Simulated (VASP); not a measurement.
Runs of VASP 6.6.1 on I. The structure is that of space group Cmce (No. 64), or close to it. The cells are those of the table. 

| cell | gap on the mesh (eV) | pressure (GPa) | largest force (eV/Å) |
| --- | --- | --- | --- |
| a = 4.222, b = 4.222, c = 9.462 Å, angles 90.0, 90.0, 60.1°, 4 atoms | (c) | 3.0 | 0.42 |
| a = 4.341, b = 4.341, c = 9.728 Å, angles 90.0, 90.0, 60.1°, 4 atoms | 0.74 | 0.0 | 0.02 |
| a = 4.160, b = 4.160, c = 9.323 Å, angles 90.0, 90.0, 60.1°, 4 atoms | 0.93 | 5.1 | 0.67 |
| a = 4.399, b = 4.399, c = 9.857 Å, angles 90.0, 90.0, 60.1°, 4 atoms | (d) | (b) | 0.14 |
| a = 4.454, b = 4.454, c = 9.981 Å, angles 90.0, 90.0, 60.1°, 4 atoms | (a) | -1.8 | 0.28 |
| a = 4.509, b = 4.509, c = 10.103 Å, angles 90.0, 90.0, 60.1°, 4 atoms | 0.59 | -2.4 | 0.39 |
| a = 4.283, b = 4.283, c = 9.597 Å, angles 90.0, 90.0, 60.1°, 4 atoms | 0.79 | 1.3 | 0.20 |

Alike in all rows: task single point; level PBEsol; potentials or basis VASP PAW PBE potentials, release 64 (I); no spin polarisation; k mesh 8 × 8 × 3; cutoff (eV) 520; smearing fermi-dirac 0.05 eV.

**Question.** Estimate the missing entries.

**Answer.** (a) 0.63; (b) -1.0; (c) 0.86; (d) 0.68.

Caveats: the PAW data sets were made with another functional, which shifts forces and pressure a little; spin-orbit coupling is left out, which moves the levels of the heavy elements; semilocal functionals underestimate gaps, and a narrow one can read as zero (at least some runs); the stress differs along the axes, from 1 to 9 GPa (at least some runs).

A k mesh can miss the band edges, and the runs leave out spin-orbit coupling on I.
